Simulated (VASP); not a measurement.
# Cd (P6/mmm) in VASP: further runs

Cd is run at these levels: PBEsol; tasks: single point.

Program: VASP 6.6.1. These are calculated values, not measurements. Logs are shortened: lines on timing, memory, paths and dates and some standing lists are left out, and cuts for length are marked.

### Step 1. The cell of the first run

It takes space group P6/mmm (No. 191, hexagonal). The conventional cell has a = 4.999 Å, b = 4.999 Å, c = 2.993 Å, α = 90.00°, β = 90.00°, γ = 120.00°. Within 3.9 Å of Cd (site symmetry 6/mmm) lie 14 Cd at 2.99 to 3.25 Å. Cd (site symmetry -6m2) has 11 Cd at 2.89 to 3.25 Å within 3.8 Å.

### Step 2. Single point, PBEsol

INCAR

```
PREC = Accurate ; ENCUT = 520
EDIFF = 1E-6 ; ISMEAR = -1
SIGMA = 0.1 ; LREAL = F
LASPH = T ; NELM = 80
ALGO = Normal ; ISIF = 2
LWAVE = F ; LCHARG = F
GGA = PS ; NBANDS = 25
```

KPOINTS

```
Automatic mesh
0
Gamma
  7 7 10
```

POSCAR

```
Cd
1.0
    4.9986402593      0.0000000000      0.0000000000
   -2.4993201296      4.3289494489      0.0000000000
    0.0000000000      0.0000000000      2.9931761248
Cd
3
Direct
    1.0000000000      0.0000000000      0.0000000000
    0.3333333333      0.6666666667      0.5000000000
    0.6666666667      0.3333333333      0.5000000000
```

Potentials or basis: VASP PAW PBE potentials, release 64 (Cd).

The run is started by

```sh
> cat potpaw_PBE.64/Cd/POTCAR > POTCAR
> mpirun -np 1 vasp_std > vasp.out
```

OUTCAR:

```text
PREC = Accurate
   ENCUT = 520
   EDIFF = 1E-6
   ISMEAR = -1
   LREAL = F
   LASPH = T
   NELM = 80
   ISIF = 2
   GGA = PS

 ion  position               nearest neighbor table
   1  0.000  0.000  0.000-   2 3.25   3 3.25   2 3.25   3 3.25   2 3.25   2 3.25   3 3.25   3 3.25
                             3 3.25   3 3.25   2 3.25   2 3.25
   2  0.333  0.667  0.500-   3 2.89   3 2.89   3 2.89   1 3.25   1 3.25   1 3.25   1 3.25   1 3.25
                             1 3.25
   3  0.667  0.333  0.500-   2 2.89   2 2.89   2 2.89   1 3.25   1 3.25   1 3.25   1 3.25   1 3.25
                             1 3.25

  LATTYP: Found a hexagonal cell.
 ALAT       =     4.9986402593
 C/A-ratio  =     0.5987980670

  Lattice vectors:

 A1 = (   4.9986402593,   0.0000000000,   0.0000000000)
 A2 = (  -2.4993201296,   4.3289494489,   0.0000000000)
 A3 = (   0.0000000000,   0.0000000000,   2.9931761248)

Analysis of symmetry for initial positions (statically):
=====================================================================
 Subroutine PRICEL returns:
 Original cell was already a primitive cell.

 Routine SETGRP: Setting up the symmetry group for a
 hexagonal supercell.

 Subroutine GETGRP returns: Found 24 space group operations
 (whereof 24 operations were pure point group operations)
 out of a pool of 24 trial point group operations.

The static configuration has the point symmetry D_6h.

Analysis of symmetry for dynamics (positions and initial velocities):
=====================================================================
 Subroutine PRICEL returns:
 Original cell was already a primitive cell.

 Routine SETGRP: Setting up the symmetry group for a
 hexagonal supercell.

 Subroutine GETGRP returns: Found 24 space group operations
 (whereof 24 operations were pure point group operations)
 out of a pool of 24 trial point group operations.

The dynamic configuration has the point symmetry D_6h.

 Subroutine INISYM returns: Found 24 space group operations
 (whereof 24 operations are pure point group operations),
 and found     1 'primitive' translations

----------------------------------------------------------------------------------------

                                     Primitive cell

  volume of cell :      64.7689

  direct lattice vectors                    reciprocal lattice vectors
     4.998640259  0.000000000  0.000000000     0.200054404  0.115501464  0.000000000
    -2.499320130  4.328949449  0.000000000     0.000000000  0.231002928  0.000000000
     0.000000000  0.000000000  2.993176125     0.000000000  0.000000000  0.334093270

  length of vectors
     4.998640259  4.998640259  2.993176125     0.231002928  0.231002928  0.334093270

  position of ions in fractional coordinates (direct lattice)
     0.000000000  0.000000000  0.000000000
     0.333333333  0.666666667  0.500000000
     0.666666667  0.333333333  0.500000000

  ion indices of the primitive-cell ions
   primitive index   ion index
                 1           1
                 2           2
                 3           3

----------------------------------------------------------------------------------------

 KPOINTS: Automatic mesh

Automatic generation of k-mesh.
 Grid dimensions read from file:
 generate k-points for:    7    7   10

 Generating k-lattice:

  Cartesian coordinates                     Fractional coordinates (reciprocal lattice)
     0.028579201  0.016500209  0.000000000     0.142857143  0.000000000  0.000000000
     0.000000000  0.033000418  0.000000000     0.000000000  0.142857143  0.000000000
     0.000000000  0.000000000  0.033409327     0.000000000  0.000000000  0.100000000

  Length of vectors
     0.033000418  0.033000418  0.033409327

  Shift w.r.t. Gamma in fractional coordinates (k-lattice)
     0.000000000  0.000000000  0.000000000

 Subroutine IBZKPT returns following result:
 ===========================================

 Found     48 irreducible k-points:

 Following reciprocal coordinates:
            Coordinates               Weight
  0.000000  0.000000  0.000000      1.000000
  0.142857 -0.000000  0.000000      6.000000
  0.285714  0.000000  0.000000      6.000000
  0.428571  0.000000  0.000000      6.000000
  0.142857  0.142857  0.000000      6.000000
  0.285714  0.142857  0.000000     12.000000
[... 16 lines left out ...]
  0.428571  0.142857  0.200000     12.000000
  0.285714  0.285714  0.200000     12.000000
 [... further k-points ...]
   k-points           NKPTS =     48   k-points in BZ     NKDIM =     48   number of bands    NBANDS=     25
   number of dos      NEDOS =    301   number of ions     NIONS =      3
   total plane-waves  NPLWV =  38400
   dimension x,y,z NGX =    40 NGY =   40 NGZ =   24
   dimension x,y,z NGXF=    80 NGYF=   80 NGZF=   48
   ions per type =               3
   NGX,Y,Z   is equivalent  to a cutoff of  13.30, 13.30, 13.33 a.u.
   NGXF,Y,Z  is equivalent  to a cutoff of  26.61, 26.61, 26.66 a.u.
 SYSTEM =  unknown system
   PREC   = accura    normal or accurate (medium, high low for compatibility)
   ISTART =      0    job   : 0-new  1-cont  2-samecut
   ICHARG =      2    charge: 1-file 2-atom 10-const
   ISPIN  =      1    spin polarized calculation?
   LNONCOLLINEAR =      F non collinear calculations
   LSORBIT =      F    spin-orbit coupling
   LASPH  =      T    aspherical Exc in radial PAW
   ENCUT  =  520.0 eV  38.22 Ry    6.18 a.u.   9.29  9.29  5.57*2*pi/ulx,y,z
   NELM   =     80;   NELMIN=  2; NELMDL= -5     # of ELM steps
   EDIFF  = 0.1E-05   stopping-criterion for ELM
   LREAL  =      F    real-space projection
   EDIFFG = 0.1E-04   stopping-criterion for IOM
   NSW    =      0    number of steps for IOM
   IBRION =     -1    ionic relax: 0-MD 1-quasi-New 2-CG
   NFREE  =      0    steps in history (QN), initial steepest desc. (CG)
   ISIF   =      2    stress and relaxation
   ISYM   =      2    0-nonsym 1-usesym 2-fastsym
   POTIM  = 0.5000    time-step for ionic-motion
   TEBEG  =    0.0;   TEEND  =   0.0 temperature during run
   PSTRESS=    0.0 pullay stress
   NELECT =      36.0000    total number of electrons
   NUPDOWN=      -1.0000    fix difference up-down
   EMIN   =  10.00;   EMAX   =-10.00  energy-range for DOS
   EFERMI =   0.00;   METHOD = LEGACY
   ISMEAR =    -1;   SIGMA  =   0.10  broadening in eV -4-tet -1-fermi 0-gaus
   EFERMI_NEDOS =   21; number of points for ismear=-14 and -15
   IALGO  =     38    algorithm
   IMIX   =      4    mixing-type and parameters
     AMIX     =   0.40;   BMIX     =  1.00
     AMIX_MAG =   1.60;   BMIX_MAG =  1.00
  volume/ion in A,a.u.               =      21.59       145.69
  Fermi-wavevector in a.u.,A,eV,Ry     =   1.346026  2.543620 24.650844  1.811786
  Thomas-Fermi vector in A             =   2.473891
   LORBIT       =      0    0 simple, 1 ext, 2 COOP (PROOUT), +10 PAW based schemes
   GGA     = PS    functional components
   LHFCALC =     F    Hartree Fock is set to
   AEXX    =    0.0000 exact exchange contribution
   IVDW    =     0    specifies the selected vdW correction
   LEPSILON=     F    determine dielectric tensor
   LRPA    =     F    only Hartree local field effects (RPA)
 non-spin polarized calculation
  energy-cutoff  :      520.00
  volume of cell :       64.77
 maximum number of plane-waves:      1764
 NGX is ok and might be reduce to    40
   NGX = 19   NGY = 19   NGZ = 11

 number of electron      36.0000010 magnetization

 Free energy of the ion-electron system (eV)
  ---------------------------------------------------
  ext. energy  EPLUGINS =         0.00000000
  ---------------------------------------------------
  free energy    TOTEN  =        -3.38163957 eV

  energy without entropy =       -3.34700465  energy(sigma->0) =       -3.36432211

 E-fermi :   2.7759     XC(G=0): -11.2159

 val. band max:        2.7475169224   @ k =   0.2857   0.2857   0.5000
 cond. band min:       2.8271707755   @ k =   0.4286   0.0000   0.3000
 fundamental gap:      0.0796538532
 Fermi energy:         2.7759324140

 k-point     1 :       0.0000    0.0000    0.0000
  band No.  band energies     occupation
      1      -7.1129      2.00000
      2      -6.5514      2.00000
      3      -6.5218      2.00000
      4      -6.3647      2.00000
      5      -6.3647      2.00000
      6      -6.1931      2.00000
[... 17 lines left out ...]
     24      15.3448      0.00000
     25      18.0673      0.00000

 k-point     2 :       0.1429   -0.0000    0.0000
  band No.  band energies     occupation
      1      -7.0770      2.00000
      2      -6.6122      2.00000
      3      -6.5616      2.00000
      4      -6.4942      2.00000
      5      -6.4916      2.00000
      6      -6.2397      2.00000
[... 17 lines left out ...]
     24      15.3977      0.00000
     25      16.5901      0.00000

 k-point     3 :       0.2857    0.0000    0.0000
  band No.  band energies     occupation
      1      -6.9852      2.00000
      2      -6.8194      2.00000
      3      -6.6371      2.00000
      4      -6.6106      2.00000
      5      -6.5643      2.00000
      6      -6.2895      2.00000
[... 17 lines left out ...]
     24      13.8746      0.00000
     25      14.0630      0.00000

 k-point     4 :       0.4286    0.0000    0.0000
  band No.  band energies     occupation
      1      -6.9670      2.00000
      2      -6.8635      2.00000
      3      -6.7341      2.00000
      4      -6.6597      2.00000
      5      -6.6028      2.00000
      6      -6.3315      2.00000
[... 17 lines left out ...]
     24      11.6973      0.00000
     25      13.1436      0.00000
[... 477 lines left out ...]
 k-point    22 :       0.2857    0.1429    0.2000
  band No.  band energies     occupation
      1      -6.8350      2.00000
      2      -6.6765      2.00000
      3      -6.6435      2.00000
      4      -6.4888      2.00000
      5      -6.3708      2.00000
      6      -6.2842      2.00000
[... 17 lines left out ...]
     24      11.5156      0.00000
     25      11.7798      0.00000

 k-point    23 :       0.4286    0.1429    0.2000
  band No.  band energies     occupation
      1      -6.8603      2.00000
      2      -6.6782      2.00000
      3      -6.6219      2.00000
      4      -6.4998      2.00000
      5      -6.3689      2.00000
      6      -6.3345      2.00000
[... 17 lines left out ...]
     24      11.1007      0.00000
     25      12.5397      0.00000

 k-point    24 :       0.2857    0.2857    0.2000
  band No.  band energies     occupation
      1      -6.8689      2.00000
      2      -6.6542      2.00000
      3      -6.6308      2.00000
      4      -6.5060      2.00000
      5      -6.3739      2.00000
      6      -6.3496      2.00000
[... 17 lines left out ...]
     24      10.0142      0.00000
     25      13.1743      0.00000

 [... further k-points ...]
[... 5 lines left out ...]
  --------------------------------------------------------------------------------------
  -------------------------------------------------------------------------------------
  Total        0.1288696      0.1288696      0.1384746      0.0000000     -0.0000000     -0.0000000
  in kB        3.1878243      3.1878243      3.4254228      0.0000000     -0.0000000     -0.0000000
  external PRESSURE =       3.2670238 kB  Pullay stress =       0.0000000 kB

 VOLUME and BASIS-vectors are now :
 -----------------------------------------------------------------------------
  energy-cutoff  :      520.00
  volume of cell :       64.77
      direct lattice vectors                 reciprocal lattice vectors
     4.998640259  0.000000000  0.000000000     0.200054404  0.115501464  0.000000000
    -2.499320130  4.328949449  0.000000000     0.000000000  0.231002928  0.000000000
     0.000000000  0.000000000  2.993176125     0.000000000  0.000000000  0.334093270

 POSITION                                       TOTAL-FORCE (eV/Angst)
 -----------------------------------------------------------------------------------
      0.00000      0.00000      0.00000         0.000000      0.000000      0.000000
     -0.00000      2.88597      1.49659        -0.000000      0.000000      0.000000
      2.49932      1.44298      1.49659         0.000000      0.000000      0.000000
 -----------------------------------------------------------------------------------
    total drift:                                0.000000     -0.000000      0.000000

  FREE ENERGIE OF THE ION-ELECTRON SYSTEM (eV)
  ---------------------------------------------------
  free  energy   TOTEN  =        -3.3816395728 eV

  energy  without entropy=       -3.3470046496  energy(sigma->0) =       -3.36432211
```

It took 41 s on 1 thread of Intel Xeon Platinum 8259CL at 2.50GHz (Skylake/Cascade Lake), shared host; peak memory 0.21 GiB.

Results:

| Quantity | Value |
| --- | --- |
| Free energy | -3.3816 eV |
| Pressure | 0.3 GPa |
| Band gap on the k mesh | zero (band 18 reaches 6.27 eV, above the bottom of band 19 at 1.79 eV) |

Caveat: the PAW data sets were made with another functional, which shifts forces and pressure a little.

### Step 3. Single point, PBEsol (volume scaled by 0.88)

INCAR

```
  PREC = Accurate
  ENCUT = 520
  EDIFF = 1E-6
  ISMEAR = -1
  SIGMA = 0.1
  LREAL = F
  LASPH = T
  NELM = 100
  ALGO = Normal
  ISIF = 2
  LWAVE = F
  LCHARG = T
  GGA = PS
  LELF = T
  LVHAR = T
  NBANDS = 25
```

KPOINTS

```
Automatic mesh
0
Gamma
  8 8 12
```

POSCAR

```
Cd
1.0
    4.7901168393      0.0000000000      0.0000000000
   -2.3950584197      4.1483628700      0.0000000000
    0.0000000000      0.0000000000      2.8683127040
Cd
3
Direct
    1.0000000000      0.0000000000      0.0000000000
    0.3333333333      0.6666666667      0.5000000000
    0.6666666667      0.3333333333      0.5000000000
```

Potentials or basis: VASP PAW PBE potentials, release 64 (Cd).

The run is started by

```sh
> cat potpaw_PBE.64/Cd/POTCAR > POTCAR
> mpirun -np 1 vasp_std > vasp.out
```

It took 48 s on 1 thread of Intel Xeon Platinum 8259CL at 2.50GHz (Skylake/Cascade Lake), shared host; peak memory 0.22 GiB.

Results (log left out):

- Free energy: -3.1472 eV
- Pressure: 10.4 GPa
- Band gap on the k mesh: zero (band 18 reaches 7.44 eV, above the bottom of band 19 at 3.06 eV)

Stress tensor (GPa, compression positive):
```
10.62  0.00  0.00
 0.00 10.62  0.00
 0.00  0.00  9.87
```

Levels at points of the mesh, in eV from the Fermi level:
| k point | band 15 | band 16 | band 17 | band 18 | band 19 | band 20 | band 21 | band 22 |
| --- | --- | --- | --- | --- | --- | --- | --- | --- |
| (0.00, 0.00, 0.00) | -8.57 | -8.57 | 0.54 | 0.62 | 0.62 | 0.63 | 0.63 | 0.78 |
| (0.50, 0.00, 0.00) | -8.52 | -7.25 | -7.11 | -2.96 | -0.90 | 7.54 | 7.55 | 8.04 |
| (0.00, 0.00, 0.50) | -8.26 | -4.20 | -4.13 | 3.48 | 3.76 | 3.76 | 4.12 | 4.91 |
| (0.50, 0.00, 0.50) | -8.39 | -2.74 | -2.16 | -1.20 | -0.81 | 2.44 | 2.55 | 3.34 |

Caveat: the PAW data sets were made with another functional, which shifts forces and pressure a little.
